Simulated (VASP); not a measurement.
# Re: relaxation of cell and atoms with LDA

Crystal: Re.

```
Re
1.0
     2.73819    0.00000    0.00000
    -1.36910    2.37134    0.00000
     0.00000    0.00000    4.41486
Re
2
Direct
  0.33333 0.66667 0.25000
  0.66667 0.33333 0.75000
```

```yaml
Program: VASP 6.6.1
Task: relaxation of cell and atoms
Functional: LDA
Potentials_or_basis: VASP PAW LDA potentials, release 64 (Re)
Cutoff: 600 eV
k_mesh: 20 × 20 × 12
Occupations: fermi-dirac, width 0.08 eV
Spin: no spin polarisation
Target_pressure: 7 GPa
Dipole_correction: no
Further_INCAR_settings: ALGO = Normal; EDIFF = 1e-07; IBRION = 2; EDIFFG = -0.002; NSW = 100; ISIF = 3
```

```json
{
  "Relaxed volume": "14.16 Å³/atom",
  "Relaxed cell": "a = 2.727 Å, b = 2.727 Å, c = 4.396 Å, α = 90.00°, β = 90.00°, γ = 120.00°",
  "Space group after relaxing (to 0.1 Å)": "P6_3/mmc (No. 194)",
  "Energy change on relaxing (the run minimises the enthalpy)": "+4.7 meV/atom",
  "Ionic steps": "10",
  "Pressure after relaxing": "7.0 GPa",
  "Band gap on the k mesh": "zero (bands 7 and 8 overlap by 3.71 eV)"
}
```

Step by step:
```tsv
step	energy change (eV)	largest force (eV/Å)	pressure (GPa)	volume (Å³)
1	0.0000	0.0000	1.69	28.67
2	0.2128	0.0000	35.74	26.74
3	0.0090	0.0000	6.85	28.33
4	0.0094	0.0000	6.99	28.32
5	0.0097	0.0000	7.10	28.31
6	0.0085	0.0000	6.65	28.34
7	0.0094	0.0000	6.99	28.32
8	0.0094	0.0000	7.00	28.32
9	0.0094	0.0000	7.00	28.32
10	0.0095	0.0000	7.01	28.32
```

Final structure:
```
Re
1.0
     2.72725    0.00000    0.00000
    -1.36362    2.36187    0.00000
     0.00000    0.00000    4.39580
Re
2
Direct
  0.33333 0.66667 0.25000
  0.66667 0.33333 0.75000
```

Levels at points of the mesh, in eV from the Fermi level:
| k point | band 5 | band 6 | band 7 | band 8 | band 9 | band 10 |
| --- | --- | --- | --- | --- | --- | --- |
| (0.00, 0.00, 0.00) | -1.68 | -0.82 | -0.82 | 0.15 | 0.15 | 0.86 |
| (0.50, 0.00, 0.00) | -1.67 | -1.40 | -0.61 | 4.17 | 4.64 | 4.75 |
| (0.00, 0.00, 0.50) | -1.85 | -1.85 | -1.85 | -1.85 | 2.68 | 2.68 |
| (0.50, 0.00, 0.50) | 0.38 | 0.38 | 1.10 | 1.10 | 4.51 | 4.51 |

It took 2.9 min on 1 thread of Intel(R) Xeon(R) 6975P-C (Granite Rapids), with other jobs on the host, peak memory 0.25 GiB.

Caveat: the cell is relaxed towards a set pressure, so the run minimises the enthalpy, not the energy; spin-orbit coupling is left out, which moves the levels of the heavy elements. LDA usually gives volumes a few per cent too small.
